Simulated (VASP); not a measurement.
CaSiH: density of states with PBE

The system is CaSiH.

```
CELL_PARAMETERS angstrom
3.52947 0.00000 0.00000
0.00000 3.52947 0.00000
0.00000 0.00000 7.23733
ATOMIC_POSITIONS crystal
Ca 0.00000 0.50000 0.14000
Ca 0.50000 0.00000 0.86000
H 0.00000 0.00000 0.00000
H 0.50000 0.50000 0.00000
Si 0.00000 0.50000 0.67000
Si 0.50000 0.00000 0.33000
```

```yaml
Program: VASP 6.6.1
Task: density of states
Functional: PBE
Potentials_or_basis: VASP PAW PBE potentials, release 64 (Ca_sv, H, Si)
Cutoff: 520 eV
k_mesh: 10 × 10 × 5
Occupations: fermi-dirac, width 0.1 eV
Spin: no spin polarisation
Dipole_correction: no
k_mesh_for_the_DOS: 15 × 15 × 8
Occupations_for_the_DOS: tetrahedron
Further_INCAR_settings: ALGO = Normal; EDIFF = 1e-06; NBANDS = 24
```

| Quantity | Value |
| --- | --- |
| Valence electrons inside the program's atomic spheres | Ca 8.39; H 0.61; Si 1.56 |

Levels at points of the mesh, in eV from the Fermi level:
```csv
k point,band 10,band 11,band 12,band 13,band 14,band 15,band 16,band 17,band 18,band 19
"(0.00, 0.00, 0.00)",-7.17,-5.47,-3.38,0.06,0.22,1.32,1.32,2.26,2.26,2.45
"(0.00, 0.00, 0.50)",-8.22,-3.87,-3.38,-2.79,1.22,1.22,2.21,2.42,2.42,3.32
```

Wall time 7.6 min on 1 thread of Oxide Virtual Turin-like Processor, on a shared host, peak memory 0.42 GiB.
